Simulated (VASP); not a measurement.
Crystal: Be2Sb.

```
Be Sb
1.0
     3.77122    0.00000    0.00000
    -1.88561    3.26598    0.00000
     0.00000    0.00000    3.55051
Be Sb
2 1
Direct
  0.33333 0.66667 0.50000
  0.66667 0.33333 0.50000
  0.00000 0.00000 0.00000
```

| Item | Value |
| --- | --- |
| Program | VASP 6.6.1 |
| Task | relaxation of cell and atoms |
| Functional | PBE |
| Potentials or basis | VASP PAW PBE potentials, release 64 (Be, Sb) |
| Cutoff | 600 eV |
| k mesh | 12 × 12 × 14 |
| Occupations | gaussian, width 0.1 eV |
| Spin | no spin polarisation |

At the start: pressure -0.1 GPa; volume 14.58 Å³/atom.

Where does the relaxation end?

Over 4 steps the energy falls by 3.3 meV/atom and the volume is 14.53 Å³/atom (-0.4 %); space group P6/mmm (No. 191, to 0.1 Å) before and after.

The path:
| step | energy change (eV) | largest force (eV/Å) | pressure (GPa) | volume (Å³) |
| --- | --- | --- | --- | --- |
| 1 | 0.0000 | 0.0000 | -0.14 | 43.73 |
| 2 | -0.0100 | 0.0000 | -0.11 | 43.64 |
| 3 | -0.0100 | 0.0000 | -0.11 | 43.64 |
| 4 | -0.0100 | 0.0000 | 0.00 | 43.58 |

Final structure:
```
CELL_PARAMETERS angstrom
3.73914 0.00000 0.00000
-1.86957 3.23819 0.00000
0.00000 0.00000 3.59890
ATOMIC_POSITIONS crystal
Be 0.33333 0.66667 0.50000
Be 0.66667 0.33333 0.50000
Sb 0.00000 0.00000 0.00000
```
